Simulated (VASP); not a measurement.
Set up this calculation in VASP 6.6.1, as the native input.

```yaml
Task: single point
Functional: PBE
Dispersion: D3(BJ)
Potentials_or_basis: VASP PAW PBE potentials, release 64 (H, Pb_d, N, O)
Cutoff: 520 eV
k_mesh: 5 × 4 × 3
Occupations: fermi-dirac, width 0.05 eV
Spin: no spin polarisation
Dipole_correction: no
Further_INCAR_settings: ALGO = Normal; EDIFF = 1e-06; NBANDS = 57
```

The structure of HPbNO4 lies in POSCAR:

```
HPbNO4
1.0
    4.1204000000     -0.0008100000     -0.0112000000
    0.0040400000      6.4272200000      0.0536000000
    0.0279100000      3.2070700000      7.7499400000
H Pb N O
2 2 2 8
Direct
    0.9036600000      0.2182100000      0.4885100000
    0.4033700000      0.7817700000      0.5114200000
    0.3945500000      0.3086300000      0.7072500000
    0.8948900000      0.6913500000      0.2926600000
    0.6340900000      0.1999000000      0.2073000000
    0.1338600000      0.8001200000      0.7927500000
    0.9082900000      0.3286600000      0.5436900000
    0.5379200000      0.3907600000      0.1949700000
    0.5348300000      0.1127900000      0.1060200000
    0.8371800000      0.0888700000      0.3267200000
    0.4081700000      0.6713200000      0.4562400000
    0.0377400000      0.6092400000      0.8052000000
    0.0342900000      0.8873700000      0.8939700000
    0.3371600000      0.9110100000      0.6733000000
```

These files were run (other wordings do the same):

INCAR

```
PREC     = Accurate       # precision mode
ENCUT    = 520            # plane-wave cutoff, eV
EDIFF    = 1E-6           # SCF threshold, eV
ISMEAR   = -1             # smearing method
SIGMA    = 0.05           # smearing width, eV
LREAL    = False          # projectors in reciprocal space
LASPH    = True           # aspherical terms in the spheres
NELM     = 80             # most SCF steps
ALGO     = Normal         # electronic algorithm
ISIF     = 2              # what is computed and relaxed
LWAVE    = False          # write WAVECAR
LCHARG   = False          # write CHGCAR
GGA      = PE             # functional
IVDW     = 12             # dispersion correction
NBANDS   = 57             # bands
```

KPOINTS

```
Automatic mesh
0
Gamma
  5 4 3
```

Potentials or basis: VASP PAW PBE potentials, release 64 (H, Pb_d, N, O).

Command:

```console
$ cat potpaw_PBE.64/H/POTCAR potpaw_PBE.64/Pb_d/POTCAR potpaw_PBE.64/N/POTCAR potpaw_PBE.64/O/POTCAR > POTCAR
$ mpirun -np 1 vasp_std > vasp.out
```

Results of the run:

| Property | Result |
| --- | --- |
| Pressure | 0.5 GPa |
| Largest force | 0.411 eV/Å |
| Band gap on the k mesh | 3.28 eV (least direct gap 3.36 eV) |
| Dispersion energy per atom | -0.104 eV |

Caveat: the standard files for N, O and F lose accuracy on very short bonds; three body term missing; spin-orbit coupling is left out, which moves the levels of the heavy elements.

Wall time 6.5 min on 1 thread of Intel(R) Xeon(R) Platinum 8488C (Sapphire Rapids), with other jobs on the host, peak memory 0.48 GiB.
